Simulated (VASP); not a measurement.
# Mg (P6_3/mmc) in VASP: further runs, part 3 of 3

VASP 6.6.1. Earlier steps stand in the parts before.

## 5. Single point, r2SCAN

POSCAR reads:

```
Mg
1.0
    3.1792646675      0.0000000000      0.0000000000
   -1.5896323337      2.7533239674      0.0000000000
    0.0000000000      0.0000000000      5.1568903974
Mg
2
Direct
    0.3333333333      0.6666666667      0.2500000000
    0.6666666667      0.3333333333      0.7500000000
```

INCAR.step1 reads:

```
SYSTEM = Mg
PREC = Accurate
ENCUT = 520
ISMEAR = -1
SIGMA = 0.1
LREAL = .False.
LASPH = .True.
NELM = 80
NBANDS = 9
GGA = PE
ALGO = Normal
EDIFF = 1E-4
LWAVE = .True.
LCHARG = .False.
```

INCAR.step2 reads:

```
SYSTEM = Mg
PREC = Accurate
ENCUT = 520
EDIFF = 1E-6
ISMEAR = -1
SIGMA = 0.1
LREAL = .False.
LASPH = .True.
NELM = 80
ALGO = Normal
ISIF = 2
LWAVE = .False.
LCHARG = .False.
METAGGA = R2SCAN
LMIXTAU = .True.
NBANDS = 9
ISTART = 1
```

KPOINTS reads:

```
Automatic mesh
0
Gamma
  11 11 6
  0 0 0
```

Potentials or basis: VASP PAW PBE potentials, release 64 (Mg).

The run is started by

```sh
> cat potpaw_PBE.64/Mg/POTCAR > POTCAR
> cp INCAR.step1 INCAR
> mpirun -np 1 vasp_std > vasp.out
> cp INCAR.step2 INCAR
> mpirun -np 1 vasp_std > vasp.out
```

OUTCAR:

```text
SYSTEM = Mg
   PREC = Accurate
   ENCUT = 520
   EDIFF = 1E-6
   ISMEAR = -1
   LREAL = .False.
   LASPH = .True.
   NELM = 80
   ISIF = 2
   METAGGA = R2SCAN
   ISTART = 1

 ion  position               nearest neighbor table
   1  0.333  0.667  0.250-   2 3.17   2 3.17   2 3.17   2 3.17   2 3.17   2 3.17
   2  0.667  0.333  0.750-   1 3.17   1 3.17   1 3.17   1 3.17   1 3.17   1 3.17

  LATTYP: Found a hexagonal cell.
 ALAT       =     3.1792646675
 C/A-ratio  =     1.6220387218

  Lattice vectors:

 A1 = (   3.1792646675,   0.0000000000,   0.0000000000)
 A2 = (  -1.5896323337,   2.7533239674,   0.0000000000)
 A3 = (   0.0000000000,   0.0000000000,   5.1568903974)

Analysis of symmetry for initial positions (statically):
=====================================================================
 Subroutine PRICEL returns:
 Original cell was already a primitive cell.

 Routine SETGRP: Setting up the symmetry group for a
 hexagonal supercell.

 Subroutine GETGRP returns: Found 24 space group operations
 (whereof 12 operations were pure point group operations)
 out of a pool of 24 trial point group operations.

The static configuration has the point symmetry D_3d.
 The point group associated with its full space group is D_6h.

Analysis of symmetry for dynamics (positions and initial velocities):
=====================================================================
 Subroutine PRICEL returns:
 Original cell was already a primitive cell.

 Routine SETGRP: Setting up the symmetry group for a
 hexagonal supercell.

 Subroutine GETGRP returns: Found 24 space group operations
 (whereof 12 operations were pure point group operations)
 out of a pool of 24 trial point group operations.

The dynamic configuration has the point symmetry D_3d.
 The point group associated with its full space group is D_6h.

 Subroutine INISYM returns: Found 24 space group operations
 (whereof 12 operations are pure point group operations),
[... 118 lines left out ...]
  Fermi-wavevector in a.u.,A,eV,Ry     =   0.729857  1.379229  7.247696  0.532691
  Thomas-Fermi vector in A             =   1.821682
   LORBIT       =      0    0 simple, 1 ext, 2 COOP (PROOUT), +10 PAW based schemes
   METAGGA = R2SCAN    functional components
   LHFCALC =     F    Hartree Fock is set to
   AEXX    =    0.0000 exact exchange contribution
   IVDW    =     0    specifies the selected vdW correction
   LEPSILON=     F    determine dielectric tensor
   LRPA    =     F    only Hartree local field effects (RPA)
 non-spin polarized calculation
  energy-cutoff  :      520.00
  volume of cell :       45.14
 maximum number of plane-waves:      1232
 NGX is ok and might be reduce to    24
   NGX = 11   NGY = 11   NGZ = 19

 number of electron       4.0000000 magnetization

 Free energy of the ion-electron system (eV)
  ---------------------------------------------------
  ext. energy  EPLUGINS =         0.00000000
  ---------------------------------------------------
  free energy    TOTEN  =        -8.32214419 eV

  energy without entropy =       -8.30655090  energy(sigma->0) =       -8.31434754

 E-fermi :   2.7391     XC(G=0):  -9.0943

 val. band max:        2.6731436844   @ k =   0.1818   0.0909   0.0000
 cond. band min:       2.7473651410   @ k =   0.1818   0.1818   0.0000
 fundamental gap:      0.0742214566
 Fermi energy:         2.7391448129

 k-point     1 :       0.0000    0.0000    0.0000
  band No.  band energies     occupation
      1      -4.7292      2.00000
      2       0.8051      2.00000
      3       1.5499      1.99999
      4      14.5282      0.00000
      5      14.5282      0.00000
      6      14.7194      0.00000
      7      14.7194      0.00000
      8      15.4446      0.00000
      9      17.3520      0.00000
[... 265 lines left out ...]
 k-point    24 :       0.1818    0.0909    0.1667
  band No.  band energies     occupation
      1      -3.3445      2.00000
      2       0.5325      2.00000
      3       4.3434      0.00000
      4       7.7855      0.00000
      5       9.4851      0.00000
      6      11.4827      0.00000
      7      13.0704      0.00000
      8      14.5003      0.00000
      9      15.1600      0.00000

 [... further k-points ...]

------------------------ aborting loop because EDIFF is reached ----------------------------------------

  FORCE on cell =-STRESS in cart. coord.  units (eV):
  Direction    XX          YY          ZZ          XY          YZ          ZX
  --------------------------------------------------------------------------------------
  -------------------------------------------------------------------------------------
  Total       -0.0744728     -0.0744728     -0.0750141     -0.0000000      0.0000000      0.0000000
  in kB       -2.6432373     -2.6432373     -2.6624511     -0.0000000      0.0000000      0.0000000
  external PRESSURE =      -2.6496419 kB  Pullay stress =       0.0000000 kB

 VOLUME and BASIS-vectors are now :
 -----------------------------------------------------------------------------
  energy-cutoff  :      520.00
  volume of cell :       45.14
      direct lattice vectors                 reciprocal lattice vectors
     3.179264668  0.000000000  0.000000000     0.314538142  0.181598681  0.000000000
    -1.589632334  2.753323967  0.000000000     0.000000000  0.363197361  0.000000000
     0.000000000  0.000000000  5.156890397     0.000000000  0.000000000  0.193915310

 POSITION                                       TOTAL-FORCE (eV/Angst)
 -----------------------------------------------------------------------------------
     -0.00000      1.83555      1.28922         0.000000     -0.000000      0.000000
      1.58963      0.91777      3.86767        -0.000000      0.000000      0.000000
 -----------------------------------------------------------------------------------
    total drift:                                0.000000     -0.000000      0.000000

  FREE ENERGIE OF THE ION-ELECTRON SYSTEM (eV)
  ---------------------------------------------------
  free  energy   TOTEN  =        -8.3221441876 eV

  energy  without entropy=       -8.3065508956  energy(sigma->0) =       -8.31434754
```

OUTCAR.step1:

```text
SYSTEM = Mg
   PREC = Accurate
   ENCUT = 520
   ISMEAR = -1
   LREAL = .False.
   LASPH = .True.
[... 512 lines left out ...]
     -0.00000      1.83555      1.28922         0.000000     -0.000000      0.000000
      1.58963      0.91777      3.86767        -0.000000      0.000000      0.000000
 -----------------------------------------------------------------------------------
    total drift:                                0.000000     -0.000000      0.000000

  FREE ENERGIE OF THE ION-ELECTRON SYSTEM (eV)
  ---------------------------------------------------
  free  energy   TOTEN  =        -3.0377676337 eV

  energy  without entropy=       -3.0196368922  energy(sigma->0) =       -3.02870226
```

It took 1.8 min on 1 thread of AMD EPYC 7R43 (Zen 3), shared host; peak memory 0.14 GiB.

What came out:

- Free energy: -8.3221 eV
- Pressure: -0.3 GPa
- Band gap on the k mesh: zero (bands 2 and 3 overlap by 2.07 eV)

Caveat: the PAW data sets were made with another functional, which shifts forces and pressure a little.

## 6. The runs side by side

```csv
k mesh,gap on the mesh (eV),pressure (GPa)
7 × 7 × 4,none,0.0
9 × 9 × 5,none,-0.2
11 × 11 × 6,none,-0.3
```

Alike in all rows: task single point; level r2SCAN; potentials or basis VASP PAW PBE potentials, release 64 (Mg); no spin polarisation; cell as given; cutoff (eV) 520; smearing fermi-dirac 0.1 eV.

Caveats: the PAW data sets were made with another functional, which shifts forces and pressure a little.

Total energies depend on the potentials used, so only differences within one code and one set of settings carry meaning.
